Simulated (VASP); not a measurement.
A run of VASP 6.6.1 is set up as follows.

INCAR

```
SYSTEM = CdSe
PREC = Accurate ; ENCUT = 520
EDIFF = 1E-6 ; ISMEAR = -1
SIGMA = 0.05 ; LREAL = .FALSE.
LASPH = .TRUE. ; NELM = 100
ALGO = Normal ; ISIF = 2
LWAVE = .FALSE. ; LCHARG = .FALSE.
GGA = PS ; NBANDS = 16
```

Contents of KPOINTS:

```
regular mesh
0
G
  12 12 12
  0 0 0
```

File POSCAR:

```
CdSe
1.0
    0.0000000000      2.3054914373      2.3054914373
    2.3054914373      0.0000000000      2.3054914373
    2.3054914373      2.3054914373      0.0000000000
Cd Se
1 1
Direct
    0.0000000000      0.0000000000      0.0000000000
    0.5000000000      0.5000000000      0.5000000000
```

Potentials or basis: VASP PAW PBE potentials, release 64 (Cd, Se).

Command:

```bash
$ cat potpaw_PBE.64/Cd/POTCAR potpaw_PBE.64/Se/POTCAR > POTCAR
$ mpirun -np 1 vasp_std > vasp.out
```

Q: What does it give for the band gap on the k mesh?

A: Zero (band 9 reaches 11.32 eV, above the bottom of band 10 at 10.06 eV).

Q: Predict the pressure.

A: 183.7 GPa.

Caveat: the PAW data sets were made with another functional, which shifts forces and pressure a little.
